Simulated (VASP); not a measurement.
## KCdF3: single point with LDA

The system is KCdF3.

```xyz
5
Lattice="4.3821 0.0000 0.0000 0.0000 4.3821 0.0000 0.0000 0.0000 4.3821" Properties=species:S:1:pos:R:3 pbc="T T T"
K     0.0000    0.0000    0.0000
Cd    2.1910    2.1910    2.1910
F     0.2000    2.1910    2.1910
F     2.3910    0.0000    2.1910
F     2.3910    2.1910    0.0000
```

This cell differs from its parent crystal: all F atoms moved -0.200 Å, as atom 3 towards its neighbour atom 2 (Cd) at 2.191 Å.

```yaml
Program: VASP 6.6.1
Task: single point
Functional: LDA
Potentials_or_basis: VASP PAW LDA potentials, release 64 (K_sv, Cd, F)
Cutoff: 520 eV
k_mesh: 6 × 6 × 6
Occupations: gaussian, width 0.05 eV
Spin: no spin polarisation
```

```json
{
 "Pressure": "-1.2 GPa",
 "Largest force": "2.399 eV/Å",
 "Band gap on the k mesh": "2.82 eV (least direct gap 4.41 eV)"
}
```

Forces in eV/Å, atoms in the order of the input:
```
K   -0.145  0.000  0.000
Cd   2.356  0.000  0.000
F   -2.399  0.000  0.000
F    0.094  0.000  0.000
F    0.094  0.000  0.000
```

Stress tensor (GPa, compression positive):
```
 2.36  0.00  0.00
 0.00 -3.05  0.00
 0.00  0.00 -3.05
```

Levels at points of the mesh, in eV from the valence-band top:
```tsv
k point	band 18	band 19	band 20	band 21	band 22	band 23	band 24	band 25
(0.00, 0.00, 0.00)	-1.77	-1.73	-1.73	-1.58	2.82	8.02	8.03	8.25
(0.50, 0.00, 0.00)	-1.82	-1.65	-1.65	-1.55	5.37	6.65	8.78	9.84
(0.00, 0.50, 0.00)	-1.77	-1.66	-1.62	-1.61	5.38	6.62	8.75	9.59
(0.50, 0.50, 0.00)	-1.70	-1.68	-1.49	-0.01	6.72	8.25	8.37	8.68
(0.00, 0.50, 0.50)	-1.69	-1.69	-1.41	-0.07	6.75	8.33	8.33	8.53
(0.50, 0.50, 0.50)	-1.48	-1.40	-0.07	0.00	7.49	7.49	7.57	8.60
```

Wall time 2.6 min on 1 thread of Intel Xeon 8259CL (shared host), peak memory 0.23 GiB.

Caveat: the cell differs from its parent crystal (all F atoms moved -0.200 Å, as atom 3 towards its neighbour atom 2 (Cd) at 2.191 Å); forces of over 1 eV/Å act on the atoms, so gaps and moduli don't describe the material at rest. A k mesh can miss the band edges.
